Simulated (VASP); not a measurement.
**In3Sb2As: relaxation of cell and atoms with PBE**

In3Sb2As:

```
CELL_PARAMETERS angstrom
4.77732 0.00000 0.00000
-2.38866 4.13728 0.00000
0.00000 0.00000 8.35806
ATOMIC_POSITIONS crystal
In 0.66667 0.33333 0.48288
In 0.66667 0.33333 0.03841
In 0.00000 0.00000 0.96099
Sb 0.33333 0.66667 0.73206
Sb 0.33333 0.66667 0.26313
As 0.00000 0.00000 0.52254
```

The cell was generated, and may not be a known phase.

```json
{
  "Program": "VASP 6.6.1",
  "Task": "relaxation of cell and atoms",
  "Functional": "PBE",
  "Potentials or basis": "VASP PAW PBE potentials, release 64 (In_d, Sb, As)",
  "Cutoff": "600 eV",
  "k mesh": "4 × 4 × 2",
  "Occupations": "gaussian, width 0.2 eV",
  "Spin": "no spin polarisation",
  "Dipole correction": "no",
  "Further INCAR settings": "ALGO = Normal; EDIFF = 1e-06; IBRION = 2; EDIFFG = -0.08; NSW = 36; ISIF = 3"
}
```

```
Relaxed volume                        : 26.58 Å³/atom
Relaxed cell                          : a = 5.122 Å, b = 5.122 Å, c = 7.021 Å, α = 90.00°, β = 90.00°, γ = 120.00°
Space group after relaxing (to 0.1 Å) : P3m1 (No. 156)
Energy gained by relaxing             : 144.9 meV/atom
Ionic steps                           : 34
Pressure after relaxing               : -0.2 GPa
Largest force after relaxing          : 0.063 eV/Å
Band gap on the k mesh                : zero (bands 27 and 28 overlap by 2.06 eV)
```

Forces in eV/Å, atoms in the order of the input:
```
In   0.000  0.000 -0.063
In   0.000  0.000  0.025
In   0.000  0.000 -0.035
Sb   0.000  0.000  0.063
Sb   0.000  0.000  0.010
As   0.000  0.000  0.000
```

Stress tensor (GPa, compression positive):
```
-0.13  0.00  0.00
 0.00 -0.13  0.00
 0.00  0.00 -0.36
```

Step by step:
```tsv
step	energy change (eV)	largest force (eV/Å)	pressure (GPa)	volume (Å³)
1	0.0000	0.6290	0.67	165.20
2	-0.0739	0.5389	-0.35	167.95
3	-0.1253	0.4179	-2.75	176.16
4	-0.1321	0.4159	-2.22	174.06
5	-0.1760	0.4175	-2.02	172.68
6	-0.2876	0.4315	-1.31	168.50
7	-0.2530	1.2374	1.29	159.91
8	-0.3314	0.4601	-0.76	165.98
9	-0.3425	0.6390	0.04	163.06
10	-0.3456	0.5131	-0.31	164.26
11	-0.3816	0.5220	-0.02	162.93
12	-0.4336	0.6821	1.08	159.08
13	-0.4698	0.6007	0.75	159.94
14	-0.5337	0.6553	0.01	162.50
15	-0.5409	0.8058	-0.24	163.72
16	-0.5958	0.5468	-0.36	163.75
17	-0.6307	0.2374	-0.42	163.80
18	-0.6437	0.2506	0.02	161.91
19	-0.6502	0.2687	0.61	159.55
20	-0.6588	0.2472	0.47	159.64
21	-0.6741	0.2497	0.09	159.89
22	-0.6752	0.2842	-0.05	159.98
23	-0.6893	0.2734	-0.22	159.94
24	-0.7080	0.3616	-0.60	159.84
25	-0.7262	0.3531	-0.02	157.58
26	-0.7377	0.3319	0.96	154.29
27	-0.7510	0.3137	0.97	154.15
28	-0.7853	0.2486	1.05	153.75
29	-0.8099	0.2667	1.26	152.93
30	-0.8338	0.2650	-0.11	157.36
31	-0.8339	0.2670	-0.22	157.79
32	-0.8467	0.2426	-0.09	157.68
33	-0.8627	0.1632	0.37	157.30
34	-0.8695	0.0631	-0.21	159.49
```

Final structure:
```
CELL_PARAMETERS angstrom
5.12176 0.00000 0.00000
-2.56088 4.43558 0.00000
0.00000 0.00000 7.02058
ATOMIC_POSITIONS crystal
In 0.66667 0.33333 0.56036
In 0.66667 0.33333 0.09493
In 0.00000 0.00000 0.89429
Sb 0.33333 0.66667 0.72880
Sb 0.33333 0.66667 0.28326
As 0.00000 0.00000 0.43836
```

Levels at points of the mesh, in eV from the Fermi level:
| k point | band 24 | band 25 | band 26 | band 27 | band 28 | band 29 | band 30 | band 31 |
| --- | --- | --- | --- | --- | --- | --- | --- | --- |
| (0.00, 0.00, 0.00) | -1.85 | -1.85 | -0.76 | -0.76 | -0.65 | 0.07 | 1.11 | 1.54 |
| (0.50, 0.00, 0.00) | -1.44 | -1.44 | -1.33 | -0.26 | 1.02 | 1.39 | 2.28 | 2.84 |
| (0.00, 0.00, 0.50) | -1.68 | -1.68 | -1.64 | -1.15 | -1.15 | -0.51 | 0.37 | 0.37 |
| (0.50, 0.00, 0.50) | -2.29 | -1.36 | -1.12 | -0.58 | 1.31 | 1.57 | 1.77 | 2.54 |

It took 17 min on 1 thread of Intel(R) Xeon(R) Platinum 8488C (Sapphire Rapids), on a shared host, peak memory 0.36 GiB.

Caveat: the k points lie up to 0.45 Å⁻¹ apart in the final cell, too coarse for converged energies and pressures of a metal; a cell axis changed by over 15 % at a fixed basis, so the end point is rough; spin-orbit coupling is left out, which moves the levels of the heavy elements; the relaxation stopped at a loose force limit of 0.08 eV/Å, so its end isn't a converged minimum.
